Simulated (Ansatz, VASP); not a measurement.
One calculation of NbRu3, two programs

File INCAR:

```
SYSTEM = NbRu3
  PREC = Accurate
  ENCUT = 520
  EDIFF = 1E-6
  ISMEAR = -1
  SIGMA = 0.05
  LREAL = .False.
  LASPH = .True.
  NELM = 100
  ALGO = Normal
  ISIF = 2
  LWAVE = .False.
  LCHARG = .True.
  GGA = CA
  LELF = .True.
  LVHAR = .True.
  NBANDS = 36
```

Contents of KPOINTS:

```
regular mesh
0
Gamma
  9 9 9
  0 0 0
```

The input POSCAR:

```
NbRu3
1.0
    3.9560977510      0.0000000000      0.0000000000
    0.0000000000      3.9560977510      0.0000000000
    0.0000000000      0.0000000000      3.9560977510
Nb Ru
1 3
Direct
    0.0000000000      0.0000000000      0.0000000000
    0.0000000000      0.5000000000      0.5000000000
    0.5000000000      0.0000000000      0.5000000000
    0.5000000000      0.5000000000      0.0000000000
```

Input for Ansatz:

```yaml
crystal:
  lattice:
    - [3.956097751, 0.0, 0.0]
    - [0.0, 3.956097751, 0.0]
    - [0.0, 0.0, 3.956097751]
  atoms:
    - { symbol: Nb, position: [0.0, 0.0, 0.0] }
    - { symbol: Ru, position: [0.0, 0.5, 0.5] }
    - { symbol: Ru, position: [0.5, 0.0, 0.5] }
    - { symbol: Ru, position: [0.5, 0.5, 0.0] }
kpoints:
  mp_grid: { grid: [9, 9, 9] }
  band_path:
    path:
      - [0.0, 0.0, 0.0]
      - [0.0, 0.5, 0.0]
      - [0.5, 0.5, 0.0]
      - [0.0, 0.0, 0.0]
      - [0.5, 0.5, 0.5]
      - [0.0, 0.5, 0.0]
      - [0.5, 0.5, 0.5]
      - [0.5, 0.5, 0.0]
    npoints: 5
scf:
  occupations: { method: fermi_dirac, width: 0.05 }
hamiltonian:
  xc: lda
  pseudopotentials: { kind: all_electron, lapw: { basis_error: 0.001 } }
output:
  forces: true
  stress: true
  eigenvalues: true
```

Change from the starting cell: volume scaled by 1.06.

Alike in both runs: task single point; functional LDA; k mesh 9 × 9 × 9; occupations fermi-dirac, width 0.05 eV; no spin polarisation.

|  | VASP | Ansatz |
| --- | --- | --- |
| version | VASP 6.6.1 | Ansatz 0.2.0 |
| potentials or method | VASP PAW LDA potentials, release 64 (Nb_sv, Ru_pv), cutoff 520 eV | all-electron LAPW, scalar-relativistic |

|  | VASP | Ansatz | Ansatz less VASP |
| --- | --- | --- | --- |
| pressure (GPa) | -24.2 | -24.4 | -0.28 |

LDA's correlation is that of Perdew and Zunger in VASP and of Perdew and Wang (1992) in Ansatz. Ansatz ran all-electron here, and VASP with PAW potentials.
